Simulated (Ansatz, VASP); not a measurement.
# One calculation of MgO, two programs

```
Mg O
1.0
     3.04202    0.00000    0.00000
    -1.52101    2.63447    0.00000
     0.00000    0.00000    2.77454
Mg O
1 1
Direct
  0.00000 0.00000 0.00000
  0.33333 0.66667 0.50000
```

Alike in both runs: task single point; functional PBE; k mesh 6 × 6 × 6; no spin polarisation.

|  | VASP | Ansatz |
| --- | --- | --- |
| version | VASP 6.6.1 | Ansatz 0.2.0 |
| potentials or method | VASP PAW PBE potentials, release 64 (Mg, O), cutoff 600 eV | scalar-relativistic, plane waves, PAW |
| occupations | methfessel-paxton of order 1, width 0.1 eV | cold |
| valence electrons in the cell | 8 | 16 |

Ansatz gave:

```
gap on the k mesh at the Fermi level (eV)                     : 2.29
least direct gap on the mesh (eV)                             : 2.66
pressure (GPa)                                                : -11.6
traceless stress, the component that is largest in VASP (GPa) : -1.90
```

Q: Estimate VASP's values.

A: gap on the k mesh at the Fermi level (eV): 2.27; least direct gap on the mesh (eV): 2.64; pressure (GPa): -12.4; traceless stress, the component that is largest in VASP (GPa): -2.01.

VASP's potentials hold 8 valence electrons a cell and Ansatz's 16, so a difference there can come from the potentials and not from the codes.
